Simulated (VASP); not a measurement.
Here is a VASP 6.6.1 calculation.

Contents of INCAR:

```
PREC = Accurate ; ENCUT = 520
EDIFF = 1E-7 ; ISMEAR = -1
SIGMA = 0.05 ; LREAL = False
LASPH = True ; NELM = 150
ALGO = Normal ; ISIF = 2
LWAVE = False ; LCHARG = False
ISPIN = 2 ; MAGMOM = 14 0
LORBIT = 11 ; NUPDOWN = 14.0
LMAXMIX = 6 ; GGA = PE
NBANDS = 24
```

Contents of KPOINTS:

```
Automatic mesh
0
Gamma
  6 6 3
```

POSCAR

```
CsEu
1.0
    4.4644198847      0.0000000000      0.0000000000
   -2.2322099423      3.8663010333      0.0000000000
    0.0000000000      0.0000000000      8.0086310000
Eu Cs
1 1
Direct
    0.6666666667      0.3333333333      0.0000000000
    0.0000000000      0.0000000000      0.5000000000
```

Potentials or basis: VASP PAW PBE potentials, release 64 (Eu, Cs_sv).

Run with:

```console
$ cat potpaw_PBE.64/Eu/POTCAR potpaw_PBE.64/Cs_sv/POTCAR > POTCAR
$ mpirun -np 1 vasp_std > vasp.out
```

Task: Predict the pressure.

Result: -3.4 GPa.

Stress tensor (GPa, compression positive):
```
-3.35  0.00  0.00
 0.00 -3.35  0.00
 0.00  0.00 -3.61
```

Caveat: the cell stands under tension; the total moment is fixed, so each spin has its own Fermi level and the state may be an excited one. The state reached can hang on the start; a lower one may exist.
